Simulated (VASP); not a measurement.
Write the native input for VASP 6.6.1 that does the following.

```yaml
Task: relaxation of shape and atoms at fixed volume
Functional: PBEsol
Potentials_or_basis: VASP PAW PBE potentials, release 64 (Ta_pv, N)
Cutoff: 600 eV
k_mesh: 10 × 10 × 10
Occupations: gaussian, width 0.1 eV
Spin: no spin polarisation
Dipole_correction: no
Further_INCAR_settings: ALGO = Normal; EDIFF = 1e-07; IBRION = 2; EDIFFG = -0.01; NSW = 50; ISIF = 4
```

The structure of Ta4N5 lies in POSCAR:

```
Ta4N5
1.0
   -3.4828948070      3.4828948070      2.1646692304
    3.4828948070     -3.4828948070      2.1646692304
    3.4828948070      3.4828948070     -2.1646692304
Ta N
4 5
Direct
    0.7835843485      0.6049567104      0.3885410588
    0.3950432896      0.7835843485      0.1786276381
    0.6049567104      0.2164156515      0.8213723619
    0.2164156515      0.3950432896      0.6114589412
    0.5000000000      0.5000000000      0.0000000000
    0.9075228507      0.3082406646      0.2157635154
    0.6917593354      0.9075228507      0.5992821861
    0.3082406646      0.0924771493      0.4007178139
    0.0924771493      0.6917593354      0.7842364846
```

These files were run (other wordings do the same):

INCAR

```
  PREC = Accurate
  ENCUT = 600
  EDIFF = 1E-7
  ISMEAR = 0
  SIGMA = 0.1
  LREAL = F
  LASPH = T
  NELM = 120
  ALGO = Normal
  ISIF = 4
  LWAVE = F
  LCHARG = F
  GGA = PS
  IBRION = 2
  NSW = 50
  EDIFFG = -0.01
  GGA_COMPAT = F
  NELMIN = 4
  KPAR = 4
```

KPOINTS

```
regular mesh
0
Gamma
  10 10 10
```

Potentials or basis: VASP PAW PBE potentials, release 64 (Ta_pv, N).

Launch:

```bash
$ cat potpaw_PBE.64/Ta_pv/POTCAR potpaw_PBE.64/N/POTCAR > POTCAR
$ mpirun -np 4 vasp_std > vasp.out
```

Results of the run:

| Item | Value |
| --- | --- |
| Energy gained by relaxing | 0.6 meV/atom |
| Ionic steps | 6 |
| Pressure after relaxing | -15.6 GPa |
| Largest force after relaxing | 0.007 eV/Å |
| Band gap on the k mesh | zero (an odd number of electrons rules out a gap without spin polarisation) |

Caveat: the PAW data sets were made with another functional, which shifts forces and pressure a little; spin-orbit coupling is left out, which moves the levels of the heavy elements.

It took 8.8 min on 4 MPI ranks on Intel(R) Xeon(R) 6975P-C (Granite Rapids) (shared host), peak memory 0.76 GiB a rank.
